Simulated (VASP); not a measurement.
A run of VASP 6.6.1 is set up as follows.

The input INCAR:

```
SYSTEM = Co
PREC = Accurate
ENCUT = 690
EDIFF = 1E-6
ISMEAR = -1
SIGMA = 0.1
LREAL = .False.
LASPH = .True.
NELM = 120
ALGO = Normal
ISIF = 2
LWAVE = .False.
LCHARG = .False.
GGA = PE
NBANDS = 24
GGA_COMPAT = .False.
```

The input KPOINTS:

```
regular mesh
0
Gamma
  7 7 4
  0 0 0
```

File POSCAR:

```
Co
1.0
    2.4583936733      0.0000000000      0.0000000000
   -1.2291968366      2.1290313736      0.0000000000
    0.0000000000      0.0000000000      3.9606917934
Co
2
Direct
    0.3333333333      0.6666666667      0.2500000000
    0.6666666667      0.3333333333      0.7500000000
```

Potentials or basis: VASP PAW PBE potentials, release 64 (Co_sv).

Launch:

```console
$ cat potpaw_PBE.64/Co_sv/POTCAR > POTCAR
$ mpirun -np 1 vasp_std > vasp.out
```

(1) What does it give for the band gap on the k mesh?

(2) Predict the pressure.

## Answers

(1) zero (bands 17 and 18 overlap by 1.50 eV).

(2) -2.1 GPa.

Caveat: the k points lie up to 0.42 Å⁻¹ apart, too coarse for converged energies and pressures of a metal; the run has no spin polarisation, though such a crystal can be magnetic.
